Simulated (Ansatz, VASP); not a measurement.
CdPd in VASP and in Ansatz

```
CELL_PARAMETERS angstrom
3.05788 0.00000 0.00000
0.00000 3.05788 0.00000
0.00000 0.00000 3.63100
ATOMIC_POSITIONS crystal
Cd 0.00000 0.00000 0.00000
Pd 0.50000 0.50000 0.50000
```

Change from the starting cell: equal xx and yy strain of +1 %.

Alike in both runs: task single point; functional PBEsol; k mesh 11 × 11 × 9; occupations fermi-dirac, width 0.05 eV; no spin polarisation.

```csv
,VASP,Ansatz
version,VASP 6.6.1,Ansatz 0.2.0
potentials or method,"VASP PAW PBE potentials, release 64 (Cd, Pd), cutoff 520 eV","all-electron LAPW, scalar-relativistic"
```

Ansatz gave:

| Property | Result |
| --- | --- |
| pressure (GPa) | -3.9 |
| traceless stress, the component that is largest in VASP (GPa) | 0.81 |

Question: Which values does VASP return?

Answer: Pressure (GPa): -3.1; traceless stress, the component that is largest in VASP (GPa): 0.89.

VASP's potentials were made for PBE, not for PBEsol. Ansatz ran all-electron here, and VASP with PAW potentials.
